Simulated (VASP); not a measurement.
Input of a VASP 6.6.1 run:

File INCAR:

```
SYSTEM = H2Os3
  PREC = Accurate
  ENCUT = 560
  EDIFF = 1E-6
  ISMEAR = 0
  SIGMA = 0.1
  LREAL = .False.
  LASPH = .True.
  NELM = 120
  ALGO = Normal
  ISIF = 2
  LWAVE = .False.
  LCHARG = .False.
  GGA = PE
  NBANDS = 33
  GGA_COMPAT = .False.
```

The input KPOINTS:

```
regular mesh
0
Gamma
  18 18 6
  0 0 0
```

File POSCAR:

```
H2Os3
1.0
    2.8428668012      0.0000000000      0.0000000000
   -1.4214334006      2.4619948694      0.0000000000
    0.0000000000      0.0000000000      7.0411633263
H Os
2 3
Direct
    0.6666666667      0.3333333333      0.1925423906
    0.6666666667      0.3333333333      0.8074576094
    0.0000000000      0.0000000000      0.3209671784
    0.0000000000      0.0000000000      0.6790328216
    0.3333333333      0.6666666667      0.0000000000
```

Potentials or basis: VASP PAW PBE potentials, release 64 (H, Os_sv_GW).

The run is started by

```console
$ cat potpaw_PBE.64/H/POTCAR potpaw_PBE.64/Os_sv_GW/POTCAR > POTCAR
$ mpirun -np 1 vasp_std > vasp.out
```

(1) Estimate the pressure.

(2) What does it give for the largest force?

(3) What does it give for the band gap on the k mesh?

Answers

(1) -1.2 GPa.

(2) 0.016 eV/Å.

(3) zero (bands 25 and 26 overlap by 3.05 eV).

Caveat: spin-orbit coupling is left out, which moves the levels of the heavy elements.
